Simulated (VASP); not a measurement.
The system is MnS (Browneite).

```
Mn S
1.0
     0.00000    2.80000    2.80000
     2.80000    0.00000    2.80000
     2.80000    2.80000    0.00000
Mn S
1 1
Direct
  0.00000 0.00000 0.00000
  0.25000 0.25000 0.25000
```

Program: VASP 6.6.1. Alike in all runs: task single point; potentials or basis VASP PAW PBE potentials, release 64 (Mn_pv, S); spin collinear, ferromagnetic start; cell as given; k mesh 6 × 6 × 6; cutoff (eV) 520; smearing methfessel-paxton 0.2 eV.

**Question.** Order these runs on this cell by their pressure, lowest first.
A. level PBEsol+D4+U; U Mn d U = 1.5 eV
B. level PBEsol+D4+U; U Mn d U = 4.5 eV
C. level PBEsol+D4

**Answer.** C (-3.7 GPa), A (-0.9 GPa), B (1.6 GPa).

Caveats: the PAW data sets were made with another functional, which shifts forces and pressure a little; a cell with one magnetic atom can't hold antiferromagnetic order, which such compounds often take; pairwise dispersion overbinds metals, which lowers pressure and volume (some runs).
